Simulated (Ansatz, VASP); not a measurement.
This is a calculation of TiAl3 for VASP 6.6.1.

The input POSCAR:

```
TiAl3
1.0
    3.9022096795      0.0000000000      0.0000000000
    0.0000000000      3.9022096795      0.0000000000
    0.0000000000      0.0000000000      3.9022096795
Ti Al
1 3
Direct
    0.0000000000      0.0000000000      0.0000000000
    0.0000000000      0.5000000000      0.5000000000
    0.5000000000      0.0000000000      0.5000000000
    0.5000000000      0.5000000000      0.0000000000
```

File INCAR.step1:

```
ALGO     = Normal         # electronic algorithm
EDIFF    = 1E-4           # SCF threshold, eV
ENCUT    = 520            # plane-wave cutoff, eV
GGA      = PE             # functional
ISMEAR   = -1             # smearing method
LASPH    = T              # aspherical terms in the spheres
LCHARG   = F              # write CHGCAR
LREAL    = F              # projectors in reciprocal space
LWAVE    = T              # write WAVECAR
NBANDS   = 18             # bands
NELM     = 100            # most SCF steps
PREC     = Accurate       # precision mode
SIGMA    = 0.05           # smearing width, eV
```

Contents of INCAR.step2:

```
ALGO     = Normal         # electronic algorithm
EDIFF    = 1E-6           # SCF threshold, eV
ENCUT    = 520            # plane-wave cutoff, eV
ISIF     = 2              # what is computed and relaxed
ISMEAR   = -1             # smearing method
ISTART   = 1            
LASPH    = T              # aspherical terms in the spheres
LCHARG   = F              # write CHGCAR
LMIXTAU  = T            
LREAL    = F              # projectors in reciprocal space
LWAVE    = F              # write WAVECAR
METAGGA  = R2SCAN         # meta-GGA
NBANDS   = 18             # bands
NELM     = 100            # most SCF steps
PREC     = Accurate       # precision mode
SIGMA    = 0.05           # smearing width, eV
```

Contents of KPOINTS:

```
k-points
0
Gamma
  7 7 7
```

Potentials or basis: VASP PAW PBE potentials, release 64 (Ti_sv, Al).

The run is started by

```console
$ cat potpaw_PBE.64/Ti_sv/POTCAR potpaw_PBE.64/Al/POTCAR > POTCAR
$ cp INCAR.step1 INCAR
$ mpirun -np 1 vasp_std > vasp.out
$ cp INCAR.step2 INCAR
$ mpirun -np 1 vasp_std > vasp.out
```

Problem. Translate it to Ansatz 0.2.0. Potentials there: Ansatz PAW.

Solution. As run (the cutoff follows the program's own potentials):

Contents of input.yaml:

```yaml
crystal:
  lattice:
    - [3.9022096795, 0.0, 0.0]
    - [0.0, 3.9022096795, 0.0]
    - [0.0, 0.0, 3.9022096795]
  atoms:
    - { symbol: Ti, position: [0.0, 0.0, 0.0] }
    - { symbol: Al, position: [0.0, 0.5, 0.5] }
    - { symbol: Al, position: [0.5, 0.0, 0.5] }
    - { symbol: Al, position: [0.5, 0.5, 0.0] }
hamiltonian:
  xc: r2scan
  pseudopotentials: { kind: paw }
kpoints:
  mp_grid: { grid: [7, 7, 7] }
scf:
  occupations: { method: fermi_dirac, width: 0.05 }
output:
  forces: true
  stress: true
  eigenvalues: true
```

Potentials or basis: Ansatz PAW.

Launch:

```bash
$ ansatz run input.yaml --threads 2 --pin off --max-ram 5632MiB --backend cpu --events-out ev --progress --plain --runs-dir out
```

Both were run:

|  | VASP | Ansatz | Ansatz less VASP |
| --- | --- | --- | --- |
| gap on the k mesh at the Fermi level (eV) | none | none | - |
| pressure (GPa) | 5.1 | 5.1 | +0.10 |

VASP's potentials were made for PBE, not for r2SCAN. A gap of «none» marks a metal or a gap that the smearing closes.
